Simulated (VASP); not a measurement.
The system is Cu.

```xyz
1
Lattice="0.0000 2.0012 2.0012 2.0012 0.0000 2.0012 2.0012 2.0012 0.0000" Properties=species:S:1:pos:R:3 pbc="T T T"
Cu    0.0000    0.0000    0.0000
```

| Quantity | Value |
| --- | --- |
| Program | VASP 6.6.1 |
| Task | relaxation of cell and atoms |
| Functional | PBEsol |
| Potentials or basis | VASP PAW PBE potentials, release 64 (Cu) |
| Cutoff | 600 eV |
| k mesh | 8 × 8 × 8 |
| Occupations | gaussian, width 0.1 eV |
| Spin | no spin polarisation |

At the start: pressure -23.4 GPa; volume 16.03 Å³/atom.

**Question.** How do energy, volume and symmetry change on relaxing?

**Answer.** Over 3 steps the energy falls by 476.3 meV/atom and the volume is 11.43 Å³/atom (-28.7 %); space group Fm-3m (No. 225, to 0.05 Å).

The path:
```
step  energy change (eV)  largest force (eV/Å)  pressure (GPa)  volume (Å³)
   1              0.0000                0.0000          -23.41        16.03
   2             -0.4737                0.0000            3.66        11.19
   3             -0.4763                0.0000            0.01        11.43
```

Final structure:
```yaml
crystal:
  lattice:
    - [0.00000, 1.78767, 1.78767]
    - [1.78767, 0.00000, 1.78767]
    - [1.78767, 1.78767, 0.00000]
  atoms:
    - { symbol: Cu, position: [0.00000, 0.00000, 0.00000] }
```

Caveat: the volume moved by over 15 % at a fixed basis, so the end points are rough; the PAW data sets were made with another functional, which shifts forces and pressure a little.
